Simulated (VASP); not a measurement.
Input of a VASP 6.6.1 run:

The input INCAR:

```
SYSTEM = As
ALGO = Normal
EDIFF = 1E-6
ENCUT = 520
GGA = PE
ISIF = 2
ISMEAR = -1
LASPH = .TRUE.
LCHARG = .FALSE.
LREAL = .FALSE.
LWAVE = .FALSE.
NBANDS = 12
NELM = 60
PREC = Accurate
SIGMA = 0.08
```

KPOINTS

```
k-points
0
G
  19 19 19
  0 0 0
```

POSCAR

```
As
1.0
   -2.1260444995      2.1260444995      1.1352259860
    2.1260444995     -2.1260444995      1.1352259860
    2.1260444995      2.1260444995     -1.1352259860
As
2
Direct
   -0.3750000000     -0.1250000000     -0.2500000000
    0.3750000000      0.1250000000      0.2500000000
```

Potentials or basis: VASP PAW PBE potentials, release 64 (As).

Command:

```bash
$ cat potpaw_PBE.64/As/POTCAR > POTCAR
$ mpirun -np 1 vasp_std > vasp.out
```

Question: Predict the band gap on the k mesh.

Answer: Zero (band 5 reaches 22.39 eV, above the bottom of band 6 at 14.09 eV).

Question: Estimate the pressure.

Answer: 228.0 GPa.

Stress tensor (GPa, compression positive):
```
227.95   0.00   0.00
  0.00 227.95   0.00
  0.00   0.00 228.21
```
